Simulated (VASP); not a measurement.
# Be (P6_3/mmc) in VASP: notebook

The runs below take Be through single point, with LDA.

All numbers are computed with VASP 6.6.1; they aren't measurements. Logs are shortened: lines on timing, memory, paths and dates and some standing lists are left out, and cuts for length are marked.

## 1. The cell of the first run

Symmetry: P6_3/mmc, No. 194, hexagonal system. Conventional cell: a = 2.226 Å, b = 2.226 Å, c = 3.517 Å, α = 90.00°, β = 90.00°, γ = 120.00°. Within 2.9 Å of Be (site symmetry -6m2) lie 12 Be at 2.18 to 2.23 Å.

## 2. Single point, LDA

Contents of INCAR:

```
PREC = Accurate
ENCUT = 520
EDIFF = 1E-6
ISMEAR = 0
SIGMA = 0.1
LREAL = False
LASPH = True
NELM = 100
ALGO = Fast
ISIF = 2
LWAVE = False
LCHARG = True
GGA = CA
LELF = True
LVHAR = True
NBANDS = 9
```

Contents of KPOINTS:

```
Automatic mesh
0
Gamma
  21 21 12
```

Contents of POSCAR:

```
Be
1.0
    2.2262148884      0.0000000000      0.0000000000
   -1.1131074442      1.9279586477      0.0000000000
    0.0000000000      0.0000000000      3.5165759776
Be
2
Direct
    0.3333333333      0.6666666667      0.2500000000
    0.6666666667      0.3333333333      0.7500000000
```

Potentials or basis: VASP PAW LDA potentials, release 64 (Be).

The run is started by

```bash
> cat potpaw_LDA.64/Be/POTCAR > POTCAR
> mpirun -np 1 vasp_std > vasp.out
```

OUTCAR:

```text
PREC = Accurate
   ENCUT = 520
   EDIFF = 1E-6
   ISMEAR = 0
   LREAL = False
   LASPH = True
   NELM = 100
   ISIF = 2
   GGA = CA

 ion  position               nearest neighbor table
   1  0.333  0.667  0.250-   2 2.18   2 2.18   2 2.18   2 2.18   2 2.18   2 2.18
   2  0.667  0.333  0.750-   1 2.18   1 2.18   1 2.18   1 2.18   1 2.18   1 2.18

  LATTYP: Found a hexagonal cell.
 ALAT       =     2.2262148884
 C/A-ratio  =     1.5796210851

  Lattice vectors:

 A1 = (   2.2262148884,   0.0000000000,   0.0000000000)
 A2 = (  -1.1131074442,   1.9279586477,   0.0000000000)
 A3 = (   0.0000000000,   0.0000000000,   3.5165759776)

Analysis of symmetry for initial positions (statically):
=====================================================================
 Subroutine PRICEL returns:
 Original cell was already a primitive cell.

 Routine SETGRP: Setting up the symmetry group for a
 hexagonal supercell.

 Subroutine GETGRP returns: Found 24 space group operations
 (whereof 12 operations were pure point group operations)
 out of a pool of 24 trial point group operations.

The static configuration has the point symmetry D_3d.
 The point group associated with its full space group is D_6h.

Analysis of symmetry for dynamics (positions and initial velocities):
=====================================================================
 Subroutine PRICEL returns:
 Original cell was already a primitive cell.

 Routine SETGRP: Setting up the symmetry group for a
 hexagonal supercell.

 Subroutine GETGRP returns: Found 24 space group operations
 (whereof 12 operations were pure point group operations)
 out of a pool of 24 trial point group operations.

The dynamic configuration has the point symmetry D_3d.
 The point group associated with its full space group is D_6h.

 Subroutine INISYM returns: Found 24 space group operations
 (whereof 12 operations are pure point group operations),
 and found     1 'primitive' translations

----------------------------------------------------------------------------------------

                                     Primitive cell

  volume of cell :      15.0933

  direct lattice vectors                    reciprocal lattice vectors
     2.226214888  0.000000000  0.000000000     0.449192935  0.259341662  0.000000000
    -1.113107444  1.927958648  0.000000000     0.000000000  0.518683324  0.000000000
     0.000000000  0.000000000  3.516575978     0.000000000  0.000000000  0.284367523

  length of vectors
     2.226214888  2.226214888  3.516575978     0.518683324  0.518683324  0.284367523

  position of ions in fractional coordinates (direct lattice)
     0.333333333  0.666666667  0.250000000
     0.666666667  0.333333333  0.750000000

  ion indices of the primitive-cell ions
   primitive index   ion index
                 1           1
                 2           2

----------------------------------------------------------------------------------------

 KPOINTS: Automatic mesh

Automatic generation of k-mesh.
 Grid dimensions read from file:
 generate k-points for:   21   21   12

 Generating k-lattice:

  Cartesian coordinates                     Fractional coordinates (reciprocal lattice)
     0.021390140  0.012349603  0.000000000     0.047619048  0.000000000  0.000000000
     0.000000000  0.024699206  0.000000000     0.000000000  0.047619048  0.000000000
     0.000000000  0.000000000  0.023697294     0.000000000  0.000000000  0.083333333

  Length of vectors
     0.024699206  0.024699206  0.023697294

  Shift w.r.t. Gamma in fractional coordinates (k-lattice)
     0.000000000  0.000000000  0.000000000

 Subroutine IBZKPT returns following result:
 ===========================================

 Found    336 irreducible k-points:

 Following reciprocal coordinates:
            Coordinates               Weight
  0.000000  0.000000  0.000000      1.000000
  0.047619 -0.000000  0.000000      6.000000
  0.095238 -0.000000  0.000000      6.000000
  0.142857  0.000000  0.000000      6.000000
  0.190476 -0.000000  0.000000      6.000000
  0.238095 -0.000000  0.000000      6.000000
[... 16 lines left out ...]
  0.142857  0.095238  0.000000     12.000000
  0.190476  0.095238  0.000000     12.000000
 [... further k-points ...]
   k-points           NKPTS =    336   k-points in BZ     NKDIM =    336   number of bands    NBANDS=      9
   number of dos      NEDOS =    301   number of ions     NIONS =      2
   total plane-waves  NPLWV =   9072
   dimension x,y,z NGX =    18 NGY =   18 NGZ =   28
   dimension x,y,z NGXF=    36 NGYF=   36 NGZF=   56
   ions per type =               2
   NGX,Y,Z   is equivalent  to a cutoff of  13.44, 13.44, 13.24 a.u.
   NGXF,Y,Z  is equivalent  to a cutoff of  26.88, 26.88, 26.47 a.u.
 SYSTEM =  unknown system
   PREC   = accura    normal or accurate (medium, high low for compatibility)
   ISTART =      0    job   : 0-new  1-cont  2-samecut
   ICHARG =      2    charge: 1-file 2-atom 10-const
   ISPIN  =      1    spin polarized calculation?
   LNONCOLLINEAR =      F non collinear calculations
   LSORBIT =      F    spin-orbit coupling
   LASPH  =      T    aspherical Exc in radial PAW
   ENCUT  =  520.0 eV  38.22 Ry    6.18 a.u.   4.14  4.14  6.54*2*pi/ulx,y,z
   NELM   =    100;   NELMIN=  2; NELMDL= -5     # of ELM steps
   EDIFF  = 0.1E-05   stopping-criterion for ELM
   LREAL  =      F    real-space projection
   EDIFFG = 0.1E-04   stopping-criterion for IOM
   NSW    =      0    number of steps for IOM
   IBRION =     -1    ionic relax: 0-MD 1-quasi-New 2-CG
   NFREE  =      0    steps in history (QN), initial steepest desc. (CG)
   ISIF   =      2    stress and relaxation
   ISYM   =      2    0-nonsym 1-usesym 2-fastsym
   POTIM  = 0.5000    time-step for ionic-motion
   TEBEG  =    0.0;   TEEND  =   0.0 temperature during run
   PSTRESS=    0.0 pullay stress
   NELECT =       4.0000    total number of electrons
   NUPDOWN=      -1.0000    fix difference up-down
   EMIN   =  10.00;   EMAX   =-10.00  energy-range for DOS
   EFERMI =   0.00;   METHOD = LEGACY
   ISMEAR =     0;   SIGMA  =   0.10  broadening in eV -4-tet -1-fermi 0-gaus
   EFERMI_NEDOS =   21; number of points for ismear=-14 and -15
   IALGO  =     68    algorithm
   IMIX   =      4    mixing-type and parameters
     AMIX     =   0.40;   BMIX     =  1.00
     AMIX_MAG =   1.60;   BMIX_MAG =  1.00
  volume/ion in A,a.u.               =       7.55        50.93
  Fermi-wavevector in a.u.,A,eV,Ry     =   1.051558  1.987156 15.044971  1.105774
  Thomas-Fermi vector in A             =   2.186606
   LORBIT       =      0    0 simple, 1 ext, 2 COOP (PROOUT), +10 PAW based schemes
   GGA     = CA    functional components
   LHFCALC =     F    Hartree Fock is set to
   AEXX    =    0.0000 exact exchange contribution
   IVDW    =     0    specifies the selected vdW correction
   LEPSILON=     F    determine dielectric tensor
   LRPA    =     F    only Hartree local field effects (RPA)
 non-spin polarized calculation
 RMM-DIIS sequential band-by-band and
 Gauss-broadening in eV      SIGMA  =   0.10
  energy-cutoff  :      520.00
  volume of cell :       15.09
 maximum number of plane-waves:       424
 NGX is ok and might be reduce to    18
   NGX =  9   NGY =  9   NGZ = 13

 number of electron       4.0000000 magnetization

 Free energy of the ion-electron system (eV)
  ---------------------------------------------------
  ext. energy  EPLUGINS =         0.00000000
  ---------------------------------------------------
  free energy    TOTEN  =        -8.41649160 eV

  energy without entropy =       -8.41510059  energy(sigma->0) =       -8.41579610

 E-fermi :   7.1902     XC(G=0): -10.7754

 val. band max:        7.1773935047   @ k =   0.3333   0.0476   0.0000
 cond. band min:       7.2269605429   @ k =   0.3333   0.2857   0.0833
 fundamental gap:      0.0495670382
 Fermi energy:         7.1901807586

 k-point     1 :       0.0000    0.0000    0.0000
  band No.  band energies     occupation
      1      -4.3000      2.00000
      2       2.5139      2.00000
      3       8.4896      0.00000
      4      23.5392      0.00000
      5      23.5392      0.00000
      6      26.4494      0.00000
      7      26.4494      0.00000
      8      28.4297      0.00000
      9      35.2089      0.00000

 k-point     2 :       0.0476   -0.0000    0.0000
  band No.  band energies     occupation
      1      -4.2348      2.00000
      2       2.6021      2.00000
      3       8.5036      0.00000
      4      22.9972      0.00000
      5      23.1088      0.00000
      6      26.4618      0.00000
      7      26.6769      0.00000
      8      28.3130      0.00000
      9      33.9371      0.00000

 k-point     3 :       0.0952   -0.0000    0.0000
  band No.  band energies     occupation
      1      -4.0390      2.00000
      2       2.8666      2.00000
      3       8.5423      0.00000
      4      21.6051      0.00000
      5      22.1816      0.00000
      6      26.4512      0.00000
      7      26.9698      0.00000
      8      27.9174      0.00000
      9      32.0871      0.00000

 k-point     4 :       0.1429    0.0000    0.0000
  band No.  band energies     occupation
      1      -3.7124      2.00000
      2       3.3066      2.00000
      3       8.5940      0.00000
      4      19.7817      0.00000
      5      21.1389      0.00000
      6      26.3161      0.00000
      7      26.9641      0.00000
      8      27.1169      0.00000
      9      30.1614      0.00000

 k-point     5 :       0.1905   -0.0000    0.0000
  band No.  band energies     occupation
      1      -3.2546      2.00000
      2       3.9211      2.00000
      3       8.6276      0.00000
      4      17.8585      0.00000
      5      20.1308      0.00000
      6      25.7840      0.00000
      7      25.7877      0.00000
      8      26.6604      0.00000
      9      28.6076      0.00000

 k-point     6 :       0.2381   -0.0000    0.0000
  band No.  band energies     occupation
      1      -2.6660      2.00000
      2       4.7079      2.00000
      3       8.5716      0.00000
      4      16.0813      0.00000
      5      19.2198      0.00000
      6      23.9594      0.00000
      7      24.5230      0.00000
      8      26.1970      0.00000
      9      27.8804      0.00000
[... 169 lines left out ...]
 k-point    21 :       0.4762    0.0476    0.0000
  band No.  band energies     occupation
      1       2.0708      2.00000
      2       4.0917      2.00000
      3      10.8996      0.00000
      4      13.8633      0.00000
      5      14.1818      0.00000
      6      15.5318      0.00000
      7      18.7637      0.00000
      8      24.3324      0.00000
      9      28.0871      0.00000

 k-point    22 :       0.0952    0.0952    0.0000
  band No.  band energies     occupation
      1      -3.5160      2.00000
      2       3.5703      2.00000
      3       8.6270      0.00000
      4      19.2691      0.00000
      5      20.0064      0.00000
      6      26.2872      0.00000
      7      26.6159      0.00000
      8      26.6762      0.00000
      9      30.9696      0.00000

 k-point    23 :       0.1429    0.0952    0.0000
  band No.  band energies     occupation
      1      -3.0574      2.00000
      2       4.1840      2.00000
      3       8.6695      0.00000
      4      17.4830      0.00000
      5      18.9615      0.00000
      6      25.4625      0.00000
      7      25.7374      0.00000
      8      26.0723      0.00000
      9      30.3070      0.00000

 k-point    24 :       0.1905    0.0952    0.0000
  band No.  band energies     occupation
      1      -2.4673      2.00000
      2       4.9697      2.00000
      3       8.6466      0.00000
      4      15.6912      0.00000
      5      18.0383      0.00000
      6      23.8226      0.00000
      7      24.6498      0.00000
      8      25.5837      0.00000
      9      29.7008      0.00000

 [... further k-points ...]

------------------------ aborting loop because EDIFF is reached ----------------------------------------

  FORCE on cell =-STRESS in cart. coord.  units (eV):
  Direction    XX          YY          ZZ          XY          YZ          ZX
  --------------------------------------------------------------------------------------
  -------------------------------------------------------------------------------------
  Total        0.0430338      0.0430338      0.0406786      0.0000000     -0.0000000      0.0000000
  in kB        4.5680979      4.5680979      4.3180881      0.0000000     -0.0000000      0.0000000
  external PRESSURE =       4.4847613 kB  Pullay stress =       0.0000000 kB

 VOLUME and BASIS-vectors are now :
 -----------------------------------------------------------------------------
  energy-cutoff  :      520.00
  volume of cell :       15.09
      direct lattice vectors                 reciprocal lattice vectors
     2.226214888  0.000000000  0.000000000     0.449192935  0.259341662  0.000000000
    -1.113107444  1.927958648  0.000000000     0.000000000  0.518683324  0.000000000
     0.000000000  0.000000000  3.516575978     0.000000000  0.000000000  0.284367523

 POSITION                                       TOTAL-FORCE (eV/Angst)
 -----------------------------------------------------------------------------------
     -0.00000      1.28531      0.87914        -0.000000      0.000000      0.000000
      1.11311      0.64265      2.63743         0.000000     -0.000000      0.000000
 -----------------------------------------------------------------------------------
    total drift:                                0.000000     -0.000000      0.000000

  FREE ENERGIE OF THE ION-ELECTRON SYSTEM (eV)
  ---------------------------------------------------
  free  energy   TOTEN  =        -8.4164916035 eV

  energy  without entropy=       -8.4151005908  energy(sigma->0) =       -8.41579610
```

Run time: 27 s. Hardware: 1 thread of Intel Xeon Platinum 8259CL at 2.50GHz (Skylake/Cascade Lake), shared host; peak memory 0.14 GiB.

Results:

```yaml
Free_energy: -8.4165 eV
Pressure: 0.4 GPa
Band_gap_on_the_k_mesh: zero (band 2 reaches 8.13 eV, above the bottom of band 3 at 6.02 eV)
```

## 3. Single point, LDA

Contents of INCAR:

```
SYSTEM = Be
  PREC = Accurate
  ENCUT = 520
  EDIFF = 1E-6
  ISMEAR = 0
  SIGMA = 0.15
  LREAL = .FALSE.
  LASPH = .TRUE.
  NELM = 100
  ALGO = Fast
  ISIF = 2
  LWAVE = .FALSE.
  LCHARG = .TRUE.
  GGA = CA
  LELF = .TRUE.
  LVHAR = .TRUE.
  NBANDS = 9
```

Contents of KPOINTS:

```
regular mesh
0
G
  33 33 20
  0 0 0
```

POSCAR is that of step 2.

Potentials or basis: VASP PAW LDA potentials, release 64 (Be).

The run is started by

```bash
> cat potpaw_LDA.64/Be/POTCAR > POTCAR
> mpirun -np 1 vasp_std > vasp.out
```

Run time: 92 s. Hardware: 1 thread of Intel Xeon Platinum 8259CL at 2.50GHz (Skylake/Cascade Lake), shared host; peak memory 0.23 GiB.

Results (log left out):

```yaml
Free_energy: -8.4217 eV
Pressure: 0.5 GPa
Band_gap_on_the_k_mesh: zero (band 2 reaches 8.21 eV, above the bottom of band 3 at 6.02 eV)
```

Stress tensor (GPa, compression positive):
```
0.54 0.00 0.00
0.00 0.54 0.00
0.00 0.00 0.28
```

Levels at points of the mesh, in eV from the Fermi level:
| k point | band 1 | band 2 | band 3 | band 4 | band 5 | band 6 |
| --- | --- | --- | --- | --- | --- | --- |
| (0.00, 0.00, 0.00) | -11.47 | -4.66 | 1.32 | 16.37 | 16.37 | 19.28 |
| (0.00, 0.00, 0.50) | -9.32 | -9.32 | 10.94 | 10.94 | 18.04 | 18.04 |
